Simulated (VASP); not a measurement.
Runs of VASP 6.6.1 on CuO. It takes space group C2/c (No. 15, monoclinic). Conventional cell: a = 4.680 Å, b = 3.477 Å, c = 5.119 Å, α = 90.00°, β = 98.64°, γ = 90.00°. Within 2.5 Å of Cu (site symmetry -1) lie 4 O at 1.89 to 2.00 Å. Within 2.6 Å of O (site symmetry 2) lie 4 Cu at 1.89 to 2.00 Å and 2 O at 2.57 Å. 

| spin | fixed moment (μB) | pressure (GPa) | moment (μB) | largest force (eV/Å) |
| --- | --- | --- | --- | --- |
| collinear | 1.76 | 3.4 | 1.76 | 0.47 |
| collinear | 0.88 | (a) | 0.88 | 0.44 |
| collinear, zero start | 0.0 | 2.3 | 0.00 | 0.43 |
| collinear | - | 2.3 | 0.01 | 0.43 |

Alike in all rows: task single point; level r2SCAN; potentials or basis VASP PAW PBE potentials, release 64 (Cu, O); cell as given; k mesh 8 × 8 × 5; cutoff (eV) 520; smearing gaussian 0.1 eV.

Q: Estimate the missing entries.

A: (a) 2.5.

Caveats: the PAW data sets were made with another functional, which shifts forces and pressure a little; the total moment is fixed, so each spin has its own Fermi level (at least some runs); the cell stands under pressure (at least some runs).
